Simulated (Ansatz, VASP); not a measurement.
# Two plane-wave programs on SiO2

```
Si O
1.0
     4.53358    0.00000    0.00000
     0.00000    4.53358    0.00000
     0.00000    0.00000    2.62993
Si O
2 4
Direct
  0.50000 0.50000 0.50000
  0.00000 0.00000 0.00000
  0.69301 0.69301 0.00000
  0.19301 0.80699 0.50000
  0.30699 0.30699 0.00000
  0.80699 0.19301 0.50000
```

Alike in both runs: task single point; functional PBE; k mesh 6 × 6 × 10; occupations gaussian, width 0.05 eV; no spin polarisation.

|  | VASP | Ansatz |
| --- | --- | --- |
| version | VASP 6.6.1 | Ansatz 0.2.0 |
| potentials or method | VASP PAW PBE potentials, release 64 (Si, O), cutoff 520 eV | scalar-relativistic, plane waves, PAW |
| valence electrons in the cell | 32 | 32 |

```csv
,VASP,Ansatz,Ansatz less VASP
gap on the k mesh at the Fermi level (eV),3.48,3.51,+0.028
least direct gap on the mesh (eV),3.48,3.51,+0.028
pressure (GPa),-21.5,-21.7,-0.27
"traceless stress, the component that is largest in VASP (GPa)",18.72,18.17,-0.546
rms of the force components (eV/Å),0.768,0.786,+0.0182
```

Atom by atom the forces differ by 0.018 eV/Å (rms over components). With one functional, cell and mesh, what is left measures potentials, basis and numerics.
